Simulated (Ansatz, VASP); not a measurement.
One calculation of TiO2, two programs

INCAR

```
PREC = Accurate ; ENCUT = 520
EDIFF = 1E-6 ; ISMEAR = -1
SIGMA = 0.02 ; LREAL = F
LASPH = T ; NELM = 60
ALGO = Normal ; ISIF = 2
LWAVE = F ; LCHARG = F
GGA = PE ; NBANDS = 19
```

KPOINTS

```
Automatic mesh
0
Gamma
  10 10 10
```

File POSCAR:

```
TiO2
1.0
   -0.0120941615      2.3919235782      2.3919235782
    2.3919235782     -0.0120941615      2.3919235782
    2.3919235782      2.3919235782     -0.0120941615
Ti O
1 2
Direct
    0.0000000000      0.0000000000      0.0000000000
    0.2502915068      0.2502915068      0.2502915068
    0.7497084932      0.7497084932      0.7497084932
```

Input for Ansatz:

```yaml
crystal:
  lattice:
    - [-0.0120941615, 2.3919235782, 2.3919235782]
    - [2.3919235782, -0.0120941615, 2.3919235782]
    - [2.3919235782, 2.3919235782, -0.0120941615]
  atoms:
    - { symbol: Ti, position: [0.0, 0.0, 0.0] }
    - { symbol: O, position: [0.2502915068, 0.2502915068, 0.2502915068] }
    - { symbol: O, position: [0.7497084932, 0.7497084932, 0.7497084932] }
kpoints:
  mp_grid: { grid: [10, 10, 10] }
  band_path:
    path:
      - [0.0, 0.0, 0.0]
      - [0.5, 0.0, 0.5]
      - [0.625, 0.25, 0.625]
      - [0.375, 0.375, 0.75]
      - [0.5, 0.5, 0.5]
      - [0.5, 0.25, 0.75]
    npoints: 1
hamiltonian:
  xc: pbe
scf:
  occupations: { method: fermi_dirac, width: 0.02 }
  n_extra_bands: 4
output:
  forces: true
  stress: true
  eigenvalues: true
```

Change from the starting cell: epitaxial_111 strain +0.3%.

Alike in both runs: task single point; functional PBE; k mesh 10 × 10 × 10; occupations fermi-dirac, width 0.02 eV; no spin polarisation.

|  | VASP | Ansatz |
| --- | --- | --- |
| version | VASP 6.6.1 | Ansatz 0.2.0 |
| potentials or method | VASP PAW PBE potentials, release 64 (Ti_sv, O) | plane waves, PAW |
| plane-wave cutoff (eV) | 520 | 420 |
| valence electrons in the cell | 24 | 24 |

Ansatz gave:

```
gap on the k mesh at the Fermi level (eV)                     : 1.14
pressure (GPa)                                                : 5.5
traceless stress, the component that is largest in VASP (GPa) : 0.17
rms of the force components (eV/Å)                            : 0.002
```

Question: Estimate VASP's values.

Answer: gap on the k mesh at the Fermi level (eV): 1.13; pressure (GPa): 6.4; traceless stress, the component that is largest in VASP (GPa): 0.18; rms of the force components (eV/Å): 0.004.

Atom by atom the forces differ by 0.001 eV/Å (rms over components). The functional is the same, so the differences come from potentials, cutoffs and numerics.
